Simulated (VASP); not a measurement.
Write the native input for VASP 6.6.1 that does the following.

* Task: single point
* Functional: PBE
* Potentials or basis: VASP PAW PBE potentials, release 64 (Zr_sv, Hf_pv, Se)
* Cutoff: 500 eV
* k mesh: 3 × 3 × 3
* Occupations: gaussian, width 0.15 eV
* Spin: no spin polarisation
* Dipole correction: no
* Further INCAR settings: ALGO = Normal; EDIFF = 1e-06; NBANDS = 28

The structure of HfZrSe3 lies in POSCAR:

```
HfZrSe3
1.0
    5.0849383522      0.0000000000      0.0000000000
    0.0000000000      5.0849383522      0.0000000000
    0.0000000000      0.0000000000      5.0849383522
Zr Hf Se
1 1 3
Direct
    0.5000000000      0.5000000000      0.5000000000
    0.0000000000      0.0000000000      0.0000000000
    0.5000000000      0.0000000000      0.0000000000
    0.0000000000      0.5000000000      0.0000000000
    0.0000000000      0.0000000000      0.5000000000
```

The input as run:

INCAR

```
ALGO     = Normal         # electronic algorithm
EDIFF    = 1E-6           # SCF threshold, eV
ENCUT    = 500            # plane-wave cutoff, eV
GGA      = PE             # functional
GGA_COMPAT= False        
ISIF     = 2              # what is computed and relaxed
ISMEAR   = 0              # smearing method
LASPH    = True           # aspherical terms in the spheres
LCHARG   = True           # write CHGCAR
LELF     = True           # ELF
LREAL    = False          # projectors in reciprocal space
LVHAR    = True         
LWAVE    = False          # write WAVECAR
NBANDS   = 28             # bands
NELM     = 120            # most SCF steps
PREC     = Accurate       # precision mode
SIGMA    = 0.15           # smearing width, eV
```

KPOINTS

```
k-points
0
Gamma
  3 3 3
```

Potentials or basis: VASP PAW PBE potentials, release 64 (Zr_sv, Hf_pv, Se).

The run is started by

```console
$ cat potpaw_PBE.64/Zr_sv/POTCAR potpaw_PBE.64/Hf_pv/POTCAR potpaw_PBE.64/Se/POTCAR > POTCAR
$ mpirun -np 1 vasp_std > vasp.out
```

It gave:

The pressure is -0.4 GPa. The band gap on the k mesh is zero (band 20 reaches 4.83 eV, above the bottom of band 21 at 4.11 eV).

Caveat: the k points lie up to 0.41 Å⁻¹ apart; spin-orbit coupling is left out, which moves the levels of the heavy elements.

Run time: 55 s on 1 thread of Intel Xeon 8259CL (shared host), peak memory 0.24 GiB.
